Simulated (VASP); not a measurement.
Mn:

```
Mn
1.0
     0.00000    1.80439    1.80439
     1.80439    0.00000    1.80439
     1.80439    1.80439    0.00000
Mn
1
Direct
  0.00000 0.00000 0.00000
```

| Quantity | Value |
| --- | --- |
| Program | VASP 6.6.1 |
| Task | relaxation of cell and atoms |
| Functional | revPBE |
| Potentials or basis | VASP PAW PBE potentials, release 64 (Mn_pv) |
| Cutoff | 600 eV |
| k mesh | 15 × 15 × 15 |
| Occupations | fermi-dirac, width 0.1 eV |
| Spin | no spin polarisation |

At the start: pressure -16.6 GPa; volume 11.75 Å³/atom.

Q: Where does the relaxation end?

A: Over 4 steps the energy falls by 46.6 meV/atom and the volume is 10.91 Å³/atom (-7.1 %); space group Fm-3m (No. 225, to 0.05 Å).

The path:
| step | energy change (eV) | largest force (eV/Å) | pressure (GPa) | volume (Å³) |
| --- | --- | --- | --- | --- |
| 1 | 0.0000 | 0.0000 | -16.60 | 11.75 |
| 2 | 0.0677 | 0.0000 | 36.38 | 9.80 |
| 3 | -0.0466 | 0.0000 | -0.54 | 10.93 |
| 4 | -0.0466 | 0.0000 | -0.08 | 10.91 |

Final structure:
```
Mn
1.0
     0.00000    1.76055    1.76055
     1.76055    0.00000    1.76055
     1.76055    1.76055    0.00000
Mn
1
Direct
  0.00000 0.00000 0.00000
```

Caveat: the PAW data sets were made with another functional, which shifts forces and pressure a little; the run has no spin polarisation, though such a crystal can be magnetic.
